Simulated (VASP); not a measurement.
Input of a VASP 6.6.1 run:

File INCAR:

```
ALGO = Normal
EDIFF = 1E-6
ENCUT = 500
GGA = PE
GGA_COMPAT = F
ISIF = 2
ISMEAR = 1
LASPH = T
LCHARG = T
LELF = T
LREAL = F
LVHAR = T
LWAVE = F
NBANDS = 11
NELM = 120
PREC = Accurate
SIGMA = 0.1
```

Contents of KPOINTS:

```
k-points
0
Gamma
  6 6 6
```

The input POSCAR:

```
Pt
1.0
    0.0000000000      1.9609000000      1.9609000000
    1.9609000000      0.0000000000      1.9609000000
    1.9609000000      1.9609000000      0.0000000000
Pt
1
Direct
    0.0000000000      0.0000000000      0.0000000000
```

Potentials or basis: VASP PAW PBE potentials, release 64 (Pt).

Run with:

```console
$ cat potpaw_PBE.64/Pt/POTCAR > POTCAR
$ mpirun -np 1 vasp_std > vasp.out
```

(1) Estimate the pressure.

(2) Estimate the band gap on the k mesh.

## Answers

(1) 6.7 GPa.

(2) zero (band 5 reaches 11.72 eV, above the bottom of band 6 at 9.49 eV).

Caveat: the k points lie up to 0.46 Å⁻¹ apart; spin-orbit coupling is left out, which moves the levels of the heavy elements.
